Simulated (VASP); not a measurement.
# SrO (Fm-3m) in VASP: a series of runs, part 2 of 2

VASP 6.6.1.

**3. Single point, PBE-based screened hybrid**

POSCAR

```
SrO
1.0
    0.0000000000      2.5798927166      2.5798927166
    2.5798927166      0.0000000000      2.5798927166
    2.5798927166      2.5798927166      0.0000000000
Sr O
1 1
Direct
    0.5000000000      0.5000000000      0.5000000000
    0.0000000000      0.0000000000      0.0000000000
```

INCAR.step1

```
SYSTEM = SrO
  PREC = Accurate
  ENCUT = 520
  EDIFF = 1E-5
  ISMEAR = 0
  SIGMA = 0.01
  LREAL = .False.
  LASPH = .True.
  NELM = 100
  ALGO = Normal
  ISIF = 2
  LWAVE = .True.
  GGA = PE
  NBANDS = 15
```

INCAR.step2

```
SYSTEM = SrO
  PREC = Accurate
  ENCUT = 520
  EDIFF = 1E-6
  ISMEAR = 0
  SIGMA = 0.01
  LREAL = .False.
  LASPH = .True.
  NELM = 100
  ALGO = Normal
  ISIF = 2
  LWAVE = .False.
  LCHARG = .True.
  GGA = PE
  LHFCALC = .True.
  AEXX = 0.35
  HFSCREEN = 0.3
  PRECFOCK = Normal
  LELF = .True.
  LVHAR = .True.
  ISTART = 1
  NBANDS = 15
```

KPOINTS

```
regular mesh
0
Gamma
  4 4 4
  0 0 0
```

Potentials or basis: VASP PAW PBE potentials, release 64 (Sr_sv, O).

Run with:

```bash
> cat potpaw_PBE.64/Sr_sv/POTCAR potpaw_PBE.64/O/POTCAR > POTCAR
> cp INCAR.step1 INCAR
> mpirun -np 1 vasp_std > vasp.out
> cp INCAR.step2 INCAR
> mpirun -np 1 vasp_std > vasp.out
```

OUTCAR:

```text
SYSTEM = SrO
   PREC = Accurate
   ENCUT = 520
   EDIFF = 1E-6
   ISMEAR = 0
   LREAL = .False.
   LASPH = .True.
   NELM = 100
   ISIF = 2
   GGA = PE
   LHFCALC = .True.
   AEXX = 0.35
   HFSCREEN = 0.3
   PRECFOCK = Normal
   ISTART = 1

 ion  position               nearest neighbor table
   1  0.500  0.500  0.500-   2 2.58   2 2.58   2 2.58   2 2.58   2 2.58   2 2.58
   2  0.000  0.000  0.000-   1 2.58   1 2.58   1 2.58   1 2.58   1 2.58   1 2.58

  LATTYP: Found a face centered cubic cell.
[... 325 lines left out ...]

  FORCE on cell =-STRESS in cart. coord.  units (eV):
  Direction    XX          YY          ZZ          XY          YZ          ZX
  --------------------------------------------------------------------------------------
  -------------------------------------------------------------------------------------
  Total       -0.1120326     -0.1120326     -0.1120326      0.0000000      0.0000000      0.0000000
  in kB       -5.2266116     -5.2266116     -5.2266116      0.0000000      0.0000000      0.0000000
  external PRESSURE =      -5.2266116 kB  Pullay stress =       0.0000000 kB

 VOLUME and BASIS-vectors are now :
 -----------------------------------------------------------------------------
  energy-cutoff  :      520.00
  volume of cell :       34.34
      direct lattice vectors                 reciprocal lattice vectors
     0.000000000  2.579892717  2.579892717    -0.193806509  0.193806509  0.193806509
     2.579892717  0.000000000  2.579892717     0.193806509 -0.193806509  0.193806509
     2.579892717  2.579892717  0.000000000     0.193806509  0.193806509 -0.193806509

 POSITION                                       TOTAL-FORCE (eV/Angst)
 -----------------------------------------------------------------------------------
      2.57989      2.57989      2.57989        -0.000000     -0.000000     -0.000000
      0.00000      0.00000      0.00000         0.000000      0.000000      0.000000
 -----------------------------------------------------------------------------------
    total drift:                               -0.000000     -0.000000     -0.000000

  FREE ENERGIE OF THE ION-ELECTRON SYSTEM (eV)
  ---------------------------------------------------
  free  energy   TOTEN  =       -14.7238919453 eV

  energy  without entropy=      -14.7238919453  energy(sigma->0) =      -14.72389195
```

OUTCAR.step1:

```text
SYSTEM = SrO
   PREC = Accurate
   ENCUT = 520
   EDIFF = 1E-5
   ISMEAR = 0
   LREAL = .False.
   LASPH = .True.
[... 346 lines left out ...]
      2.57989      2.57989      2.57989        -0.000000     -0.000000     -0.000000
      0.00000      0.00000      0.00000         0.000000      0.000000      0.000000
 -----------------------------------------------------------------------------------
    total drift:                                0.000000      0.000000      0.000000

  FREE ENERGIE OF THE ION-ELECTRON SYSTEM (eV)
  ---------------------------------------------------
  free  energy   TOTEN  =       -12.0443386426 eV

  energy  without entropy=      -12.0443386426  energy(sigma->0) =      -12.04433864
```

OSZICAR.step1:

```text
N       E                     dE             d eps       ncg     rms          rms(c)
DAV:   1     0.602018461561E+02    0.60202E+02   -0.77367E+03   240   0.997E+02
DAV:   2    -0.112807708358E+02   -0.71483E+02   -0.67146E+02   353   0.217E+02
DAV:   3    -0.141960877684E+02   -0.29153E+01   -0.29066E+01   336   0.359E+01
DAV:   4    -0.142484297296E+02   -0.52342E-01   -0.52341E-01   306   0.392E+00
DAV:   5    -0.142487475252E+02   -0.31780E-03   -0.31780E-03   311   0.305E-01    0.162E+01
DAV:   6    -0.121931813371E+02    0.20556E+01   -0.67456E+00   240   0.193E+01    0.191E+01
DAV:   7    -0.120532815833E+02    0.13990E+00   -0.30877E-01   268   0.480E+00    0.111E+01
DAV:   8    -0.120423081174E+02    0.10973E-01   -0.11652E-01   275   0.340E+00    0.412E-01
DAV:   9    -0.120436869960E+02   -0.13789E-02   -0.57621E-03   313   0.473E-01    0.230E-01
DAV:  10    -0.120441638358E+02   -0.47684E-03   -0.43666E-04   254   0.194E-01    0.941E-02
DAV:  11    -0.120443214650E+02   -0.15763E-03   -0.15587E-04   254   0.908E-02    0.291E-02
DAV:  12    -0.120443385224E+02   -0.17057E-04   -0.27687E-05   239   0.383E-02    0.323E-02
DAV:  13    -0.120443386426E+02   -0.12018E-06   -0.17374E-06   204   0.119E-02
   1 F= -.12044339E+02 E0= -.12044339E+02  d E =-.125428-128
```

It took 6.3 min on 1 thread of AMD EPYC 9R45 (Zen 5), shared host; peak memory 0.23 GiB.

What came out:

```yaml
Free_energy: -14.7239 eV
Pressure: -0.5 GPa
Band_gap_on_the_k_mesh: 5.01 eV, indirect (least direct gap 5.12 eV)
```

Caveat: the k points lie up to 0.53 Å⁻¹ apart; the PAW data sets were made with another functional, which shifts forces and pressure a little. A k mesh can miss the band edges.

**4. Single point, HSE06**

POSCAR is that of step 3.

INCAR.step1

```
SYSTEM = SrO
PREC = Accurate
ENCUT = 520
EDIFF = 1E-5
ISMEAR = 1
SIGMA = 0.2
LREAL = .FALSE.
LASPH = .TRUE.
NELM = 100
ALGO = Normal
ISIF = 2
LWAVE = .TRUE.
NBANDS = 15
GGA = PE
```

INCAR.step2

```
SYSTEM = SrO
PREC = Accurate
ENCUT = 520
EDIFF = 1E-6
ISMEAR = 1
SIGMA = 0.2
LREAL = .FALSE.
LASPH = .TRUE.
NELM = 100
ALGO = Normal
ISIF = 2
LWAVE = .FALSE.
LCHARG = .TRUE.
GGA = PE
LHFCALC = .TRUE.
HFSCREEN = 0.2079
PRECFOCK = Normal
LELF = .TRUE.
LVHAR = .TRUE.
NBANDS = 15
ISTART = 1
```

KPOINTS

```
regular mesh
0
G
  4 4 4
  0 0 0
```

Run with:

```bash
> cat potpaw_PBE.64/Sr_sv/POTCAR potpaw_PBE.64/O/POTCAR > POTCAR
> cp INCAR.step1 INCAR
> mpirun -np 1 vasp_std > vasp.out
> cp INCAR.step2 INCAR
> mpirun -np 1 vasp_std > vasp.out
```

Wall time 5.5 min (1 thread of AMD EPYC 9R45 (Zen 5), shared host); peak memory 0.23 GiB.

It converged, with:

```
Free energy            : -14.1792 eV
Pressure               : 0.2 GPa
Band gap on the k mesh : 4.73 eV, indirect (least direct gap 4.86 eV)
```

Levels at points of the mesh, in eV from the valence-band top:
| k point | band 4 | band 5 | band 6 | band 7 | band 8 | band 9 | band 10 | band 11 | band 12 | band 13 |
| --- | --- | --- | --- | --- | --- | --- | --- | --- | --- | --- |
| (0.00, 0.00, 0.00) | -14.74 | -14.74 | 0.00 | 0.00 | 0.00 | 5.38 | 7.83 | 7.83 | 7.83 | 10.06 |
| (0.50, 0.00, 0.00) | -14.82 | -13.75 | -2.26 | -1.19 | -1.19 | 8.18 | 9.88 | 10.63 | 10.63 | 13.85 |
| (0.50, 0.50, 0.00) | -15.12 | -15.12 | -0.52 | -0.13 | -0.13 | 4.73 | 9.46 | 11.96 | 12.04 | 12.97 |

Caveat: the k points lie up to 0.53 Å⁻¹ apart; the PAW data sets were made with another functional, which shifts forces and pressure a little. A k mesh can miss the band edges.

**5. Summary**

```tsv
level	smearing	share of exact exchange	screening parameter	gap on the mesh (eV)	pressure (GPa)
PBE-based screened hybrid	gaussian 0.01 eV	0.15	0.3 1/Å	3.99	1.1
PBE-based screened hybrid	gaussian 0.01 eV	0.35	0.3 1/Å	5.01	-0.5
HSE06	methfessel-paxton 0.2 eV	-	0.2079 1/Å	4.73	0.2
```

Alike in all rows: task single point; potentials or basis VASP PAW PBE potentials, release 64 (Sr_sv, O); no spin polarisation; cell as given; k mesh 4 × 4 × 4; cutoff (eV) 520.

Caveats: all runs use coarse meshes; the PAW data sets were made with another functional, which shifts forces and pressure a little.

Total energies depend on the potentials used, so only differences within one code and one set of settings carry meaning.
